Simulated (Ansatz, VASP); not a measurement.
## Two plane-wave programs on Ge

The input POSCAR:

```
Ge
1.0
    1.4639685827     -2.6924672503      0.0000000000
    1.4639685827      2.6924672503      0.0000000000
    0.0000000000      0.0000000000      2.3744953753
Ge
1
Direct
    0.5000000000      0.5000000000      0.0000000000
```

Contents of INCAR.step1:

```
SYSTEM = Ge
PREC = Accurate
ENCUT = 520
ISMEAR = 0
SIGMA = 0.15
LREAL = .False.
LASPH = .True.
NELM = 80
NBANDS = 13
GGA = PE
ALGO = Normal
EDIFF = 1E-4
LWAVE = .True.
LCHARG = .False.
```

File INCAR.step2:

```
SYSTEM = Ge
PREC = Accurate
ENCUT = 520
EDIFF = 1E-7
ISMEAR = 0
SIGMA = 0.15
LREAL = .False.
LASPH = .True.
NELM = 80
ALGO = Normal
ISIF = 2
LWAVE = .False.
LCHARG = .False.
METAGGA = R2SCAN
LMIXTAU = .True.
NBANDS = 13
ISTART = 1
```

The input KPOINTS:

```
Automatic mesh
0
Gamma
  28 28 24
  0 0 0
```

Input for Ansatz:

```yaml
crystal:
  lattice:
    - [1.4639685827, -2.6924672503, 0.0]
    - [1.4639685827, 2.6924672503, 0.0]
    - [0.0, 0.0, 2.3744953753]
  atoms:
    - { symbol: Ge, position: [0.5, 0.5, 0.0] }
basis:
  ecutwfc: 500
kpoints:
  mp_grid: { grid: [28, 28, 24] }
hamiltonian:
  xc: r2scan
scf:
  occupations: { method: gaussian, width: 0.15 }
output:
  forces: true
  stress: true
  eigenvalues: true
```

Alike in both runs: task single point; functional r2SCAN; k mesh 28 × 28 × 24; occupations gaussian, width 0.15 eV; no spin polarisation.

|  | VASP | Ansatz |
| --- | --- | --- |
| version | VASP 6.6.1 | Ansatz 0.2.0 |
| potentials or method | VASP PAW PBE potentials, release 64 (Ge_d), cutoff 520 eV | scalar-relativistic, plane waves, PAW |
| valence electrons in the cell | 14 | 14 |

VASP gave:

- gap on the k mesh at the Fermi level (eV): none
- pressure (GPa): 4.7
- traceless stress, the component that is largest in VASP (GPa): 24.96

Which values does Ansatz return?

gap on the k mesh at the Fermi level (eV): none; pressure (GPa): 4.8; traceless stress, the component that is largest in VASP (GPa): 24.81.

VASP's potentials were made for PBE, not for r2SCAN. A gap of «none» marks a metal or a gap that the smearing closes.
